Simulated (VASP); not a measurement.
# MoS2 (R3m) in VASP: settings compared

MoS2 is run at these levels: PBEsol, RPBE; tasks: single point, relaxation of cell and atoms.

Program: VASP 6.6.1. These are calculated values, not measurements. Logs are shortened: lines on timing, memory, paths and dates and some standing lists are left out, and cuts for length are marked.

**1. The cell of the first run**

Symmetry: R3m, No. 160, trigonal system. The conventional cell has a = 3.143 Å, b = 3.143 Å, c = 18.843 Å, α = 90.00°, β = 90.00°, γ = 120.00°. Mo (site symmetry 3m) has 6 S at 2.39 Å and 6 Mo at 3.14 Å within 3.2 Å. Within 3.2 Å of S (site symmetry 3m) lie 3 Mo at 2.39 Å and 7 S at 3.12 to 3.14 Å. S (site symmetry 3m) has 3 Mo at 2.39 Å and 7 S at 3.12 to 3.14 Å within 3.2 Å.

**2. Single point, PBEsol**

Input file INCAR:

```
  PREC = Accurate
  ENCUT = 520
  EDIFF = 1E-6
  ISMEAR = -1
  SIGMA = 0.05
  LREAL = F
  LASPH = T
  NELM = 80
  ALGO = Normal
  ISIF = 2
  LWAVE = F
  LCHARG = T
  GGA = PS
  LELF = T
  LVHAR = T
  NBANDS = 20
```

Input file KPOINTS:

```
Automatic mesh
0
Gamma
  10 10 10
```

Input file POSCAR:

```
MoS2
1.0
    1.5717226283      0.9074344825      6.2810353073
   -1.5717226283      0.9074344825      6.2810353073
    0.0000000000     -1.8148689651      6.2810353073
Mo S
1 2
Direct
    0.0001014843      0.0001014843      0.0001014843
    0.4161322050      0.4161322050      0.4161322050
    0.2507663107      0.2507663107      0.2507663107
```

Potentials or basis: VASP PAW PBE potentials, release 64 (Mo_sv, S).

The run is started by

```
$ cat potpaw_PBE.64/Mo_sv/POTCAR potpaw_PBE.64/S/POTCAR > POTCAR
$ mpirun -np 1 vasp_std > vasp.out
```

OUTCAR:

```text
PREC = Accurate
   ENCUT = 520
   EDIFF = 1E-6
   ISMEAR = -1
   LREAL = F
   LASPH = T
   NELM = 80
   ISIF = 2
   GGA = PS

 ion  position               nearest neighbor table
   1  0.000  0.000  0.000-   3 2.39   3 2.39   3 2.39   2 2.39   2 2.39   2 2.39
   2  0.416  0.416  0.416-   1 2.39   1 2.39   1 2.39
   3  0.251  0.251  0.251-   1 2.39   1 2.39   1 2.39

  LATTYP: Found a trigonal (rhomboedric) cell.
 ALAT       =     6.5379778137
 COS(alpha) =     0.8844167446

  Lattice vectors:

 A1 = (   1.5717226283,   0.9074344825,   6.2810353073)
 A2 = (  -1.5717226283,   0.9074344825,   6.2810353073)
 A3 = (   0.0000000000,  -1.8148689651,   6.2810353073)

Analysis of symmetry for initial positions (statically):
=====================================================================
 Subroutine PRICEL returns:
 Original cell was already a primitive cell.

 Routine SETGRP: Setting up the symmetry group for a
 trigonal (rhombohedral) supercell.

 Subroutine GETGRP returns: Found  6 space group operations
 (whereof  6 operations were pure point group operations)
 out of a pool of 12 trial point group operations.

The static configuration has the point symmetry C_3v.

Analysis of symmetry for dynamics (positions and initial velocities):
=====================================================================
 Subroutine PRICEL returns:
 Original cell was already a primitive cell.

 Routine SETGRP: Setting up the symmetry group for a
 trigonal (rhombohedral) supercell.

 Subroutine GETGRP returns: Found  6 space group operations
 (whereof  6 operations were pure point group operations)
 out of a pool of 12 trial point group operations.

The dynamic configuration has the point symmetry C_3v.

 Subroutine INISYM returns: Found  6 space group operations
 (whereof  6 operations are pure point group operations),
 and found     1 'primitive' translations

----------------------------------------------------------------------------------------

                                     Primitive cell

  volume of cell :      53.7494

  direct lattice vectors                    reciprocal lattice vectors
     1.571722628  0.907434483  6.281035307     0.318122289  0.183667989  0.053069807
    -1.571722628  0.907434483  6.281035307    -0.318122289  0.183667989  0.053069807
     0.000000000 -1.814868965  6.281035307     0.000000000 -0.367335978  0.053069807

  length of vectors
     6.537977814  6.537977814  6.537977814     0.371149734  0.371149734  0.371149734

  position of ions in fractional coordinates (direct lattice)
     0.000101484  0.000101484  0.000101484
     0.416132205  0.416132205  0.416132205
     0.250766311  0.250766311  0.250766311

  ion indices of the primitive-cell ions
   primitive index   ion index
                 1           1
                 2           2
                 3           3

----------------------------------------------------------------------------------------

 KPOINTS: Automatic mesh

Automatic generation of k-mesh.
 Grid dimensions read from file:
 generate k-points for:   10   10   10

 Generating k-lattice:

  Cartesian coordinates                     Fractional coordinates (reciprocal lattice)
     0.031812229  0.018366799  0.005306981     0.100000000  0.000000000  0.000000000
    -0.031812229  0.018366799  0.005306981     0.000000000  0.100000000  0.000000000
     0.000000000 -0.036733598  0.005306981     0.000000000  0.000000000  0.100000000

  Length of vectors
     0.037114973  0.037114973  0.037114973

  Shift w.r.t. Gamma in fractional coordinates (k-lattice)
     0.000000000  0.000000000  0.000000000

 Subroutine IBZKPT returns following result:
 ===========================================

 Found    116 irreducible k-points:

 Following reciprocal coordinates:
            Coordinates               Weight
  0.000000  0.000000  0.000000      1.000000
  0.100000 -0.000000  0.000000      6.000000
  0.200000 -0.000000  0.000000      6.000000
  0.300000  0.000000  0.000000      6.000000
  0.400000 -0.000000  0.000000      6.000000
  0.500000 -0.000000 -0.000000      3.000000
[... 16 lines left out ...]
  0.300000  0.300000  0.000000      6.000000
  0.400000  0.300000  0.000000     12.000000
 [... further k-points ...]
   k-points           NKPTS =    116   k-points in BZ     NKDIM =    116   number of bands    NBANDS=     20
   number of dos      NEDOS =    301   number of ions     NIONS =      3
   total plane-waves  NPLWV = 125000
   dimension x,y,z NGX =    50 NGY =   50 NGZ =   50
   dimension x,y,z NGXF=   100 NGYF=  100 NGZF=  100
   ions per type =               1   2
   NGX,Y,Z   is equivalent  to a cutoff of  12.71, 12.71, 12.71 a.u.
   NGXF,Y,Z  is equivalent  to a cutoff of  25.43, 25.43, 25.43 a.u.
 SYSTEM =  unknown system
   PREC   = accura    normal or accurate (medium, high low for compatibility)
   ISTART =      0    job   : 0-new  1-cont  2-samecut
   ICHARG =      2    charge: 1-file 2-atom 10-const
   ISPIN  =      1    spin polarized calculation?
   LNONCOLLINEAR =      F non collinear calculations
   LSORBIT =      F    spin-orbit coupling
   LASPH  =      T    aspherical Exc in radial PAW
   ENCUT  =  520.0 eV  38.22 Ry    6.18 a.u.  12.16 12.16 12.16*2*pi/ulx,y,z
   NELM   =     80;   NELMIN=  2; NELMDL= -5     # of ELM steps
   EDIFF  = 0.1E-05   stopping-criterion for ELM
   LREAL  =      F    real-space projection
   EDIFFG = 0.1E-04   stopping-criterion for IOM
   NSW    =      0    number of steps for IOM
   IBRION =     -1    ionic relax: 0-MD 1-quasi-New 2-CG
   NFREE  =      0    steps in history (QN), initial steepest desc. (CG)
   ISIF   =      2    stress and relaxation
   ISYM   =      2    0-nonsym 1-usesym 2-fastsym
   POTIM  = 0.5000    time-step for ionic-motion
   TEBEG  =    0.0;   TEEND  =   0.0 temperature during run
   PSTRESS=    0.0 pullay stress
   NELECT =      26.0000    total number of electrons
   NUPDOWN=      -1.0000    fix difference up-down
   EMIN   =  10.00;   EMAX   =-10.00  energy-range for DOS
   EFERMI =   0.00;   METHOD = LEGACY
   ISMEAR =    -1;   SIGMA  =   0.05  broadening in eV -4-tet -1-fermi 0-gaus
   EFERMI_NEDOS =   21; number of points for ismear=-14 and -15
   IALGO  =     38    algorithm
   IMIX   =      4    mixing-type and parameters
     AMIX     =   0.40;   BMIX     =  1.00
     AMIX_MAG =   1.60;   BMIX_MAG =  1.00
  volume/ion in A,a.u.               =      17.92       120.91
  Fermi-wavevector in a.u.,A,eV,Ry     =   1.285113  2.428512 22.470239  1.651516
  Thomas-Fermi vector in A             =   2.417267
   LORBIT       =      0    0 simple, 1 ext, 2 COOP (PROOUT), +10 PAW based schemes
   GGA     = PS    functional components
   LHFCALC =     F    Hartree Fock is set to
   AEXX    =    0.0000 exact exchange contribution
   IVDW    =     0    specifies the selected vdW correction
   LEPSILON=     F    determine dielectric tensor
   LRPA    =     F    only Hartree local field effects (RPA)
 non-spin polarized calculation
  energy-cutoff  :      520.00
  volume of cell :       53.75
 maximum number of plane-waves:      1463
 NGX is ok and might be reduce to    50
   NGX = 25   NGY = 25   NGZ = 25

 number of electron      26.0000001 magnetization

 Free energy of the ion-electron system (eV)
  ---------------------------------------------------
  ext. energy  EPLUGINS =         0.00000000
  ---------------------------------------------------
  free energy    TOTEN  =       -23.45043319 eV

  energy without entropy =      -23.45043282  energy(sigma->0) =      -23.45043300

 E-fermi :   7.7573     XC(G=0): -10.9255

 val. band max:        7.2841835884   @ k =   0.5000   0.5000   0.5000
 cond. band min:       8.3264338615   @ k =  -0.2000   0.2000   0.0000
 fundamental gap:      1.0422502731
 Fermi energy:         7.7572871751

 k-point     1 :       0.0000    0.0000    0.0000
  band No.  band energies     occupation
      1     -54.0220      2.00000
      2     -28.2334      2.00000
      3     -27.9715      2.00000
      4     -27.9715      2.00000
      5      -7.6588      2.00000
      6      -6.0191      2.00000
[... 12 lines left out ...]
     19      15.5133      0.00000
     20      15.6059      0.00000

 k-point     2 :       0.1000   -0.0000    0.0000
  band No.  band energies     occupation
      1     -54.0177      2.00000
      2     -28.2251      2.00000
      3     -28.0137      2.00000
      4     -27.9811      2.00000
      5      -7.4994      2.00000
      6      -5.9658      2.00000
[... 12 lines left out ...]
     19      15.6455      0.00000
     20      16.2457      0.00000

 k-point     3 :       0.2000   -0.0000    0.0000
  band No.  band energies     occupation
      1     -54.0065      2.00000
      2     -28.2033      2.00000
      3     -28.1229      2.00000
      4     -28.0059      2.00000
      5      -7.0550      2.00000
      6      -5.8170      2.00000
[... 12 lines left out ...]
     19      16.0664      0.00000
     20      16.3785      0.00000

 k-point     4 :       0.3000    0.0000    0.0000
  band No.  band energies     occupation
      1     -53.9926      2.00000
      2     -28.2553      2.00000
      3     -28.1761      2.00000
      4     -28.0365      2.00000
      5      -6.4319      2.00000
      6      -5.6118      2.00000
[... 12 lines left out ...]
     19      15.1174      0.00000
     20      15.5546      0.00000

 k-point     5 :       0.4000   -0.0000    0.0000
  band No.  band energies     occupation
      1     -53.9813      2.00000
      2     -28.3606      2.00000
      3     -28.1541      2.00000
      4     -28.0611      2.00000
      5      -5.8334      2.00000
      6      -5.4253      2.00000
[... 12 lines left out ...]
     19      14.3247      0.00000
     20      14.8417      0.00000
[... 353 lines left out ...]
      6      -5.3147      2.00000
[... 12 lines left out ...]
     19      15.4026      0.00000
     20      16.3802      0.00000

 k-point    22 :      -0.2000    0.2000    0.0000
  band No.  band energies     occupation
      1     -53.9861      2.00000
      2     -28.2777      2.00000
      3     -28.1635      2.00000
      4     -28.0903      2.00000
      5      -6.1252      2.00000
      6      -5.4812      2.00000
[... 12 lines left out ...]
     19      15.4741      0.00000
     20      16.3324      0.00000

 k-point    23 :       0.3000    0.3000    0.0000
  band No.  band energies     occupation
      1     -53.9926      2.00000
      2     -28.2553      2.00000
      3     -28.1761      2.00000
      4     -28.0365      2.00000
      5      -6.3910      2.00000
      6      -5.6686      2.00000
[... 12 lines left out ...]
     19      15.2283      0.00000
     20      15.9302      0.00000

 k-point    24 :       0.4000    0.3000    0.0000
  band No.  band energies     occupation
      1     -53.9848      2.00000
      2     -28.3107      2.00000
      3     -28.1609      2.00000
      4     -28.0718      2.00000
      5      -5.9894      2.00000
      6      -5.5384      2.00000
[... 12 lines left out ...]
     19      15.0044      0.00000
     20      15.9035      0.00000

 [... further k-points ...]
[... 5 lines left out ...]
  --------------------------------------------------------------------------------------
  -------------------------------------------------------------------------------------
  Total       -0.0098180     -0.0098180     -0.0095647      0.0000000      0.0000000     -0.0000000
  in kB       -0.2926584     -0.2926584     -0.2851080      0.0000000      0.0000000     -0.0000000
  external PRESSURE =      -0.2901416 kB  Pullay stress =       0.0000000 kB

 VOLUME and BASIS-vectors are now :
 -----------------------------------------------------------------------------
  energy-cutoff  :      520.00
  volume of cell :       53.75
      direct lattice vectors                 reciprocal lattice vectors
     1.571722628  0.907434483  6.281035307     0.318122289  0.183667989  0.053069807
    -1.571722628  0.907434483  6.281035307    -0.318122289  0.183667989  0.053069807
     0.000000000 -1.814868965  6.281035307     0.000000000 -0.367335978  0.053069807

 POSITION                                       TOTAL-FORCE (eV/Angst)
 -----------------------------------------------------------------------------------
      0.00000     -0.00000      0.00191         0.000000     -0.000000      0.000032
      0.00000     -0.00000      7.84122         0.000000      0.000000     -0.000068
      0.00000     -0.00000      4.72522         0.000000     -0.000000      0.000036
 -----------------------------------------------------------------------------------
    total drift:                                0.000000     -0.000000     -0.000125

  FREE ENERGIE OF THE ION-ELECTRON SYSTEM (eV)
  ---------------------------------------------------
  free  energy   TOTEN  =       -23.4504331899 eV

  energy  without entropy=      -23.4504328190  energy(sigma->0) =      -23.45043300
```

It took 5.3 min on 1 thread of Intel Xeon Platinum 8488C (Sapphire Rapids), shared host; peak memory 0.38 GiB.

What came out:

```
Free energy            : -23.4504 eV
Pressure               : 0.0 GPa
Band gap on the k mesh : 1.04 eV (least direct gap 2.03 eV)
```

Caveat: the PAW data sets were made with another functional, which shifts forces and pressure a little.

[end of part 1 of 2]
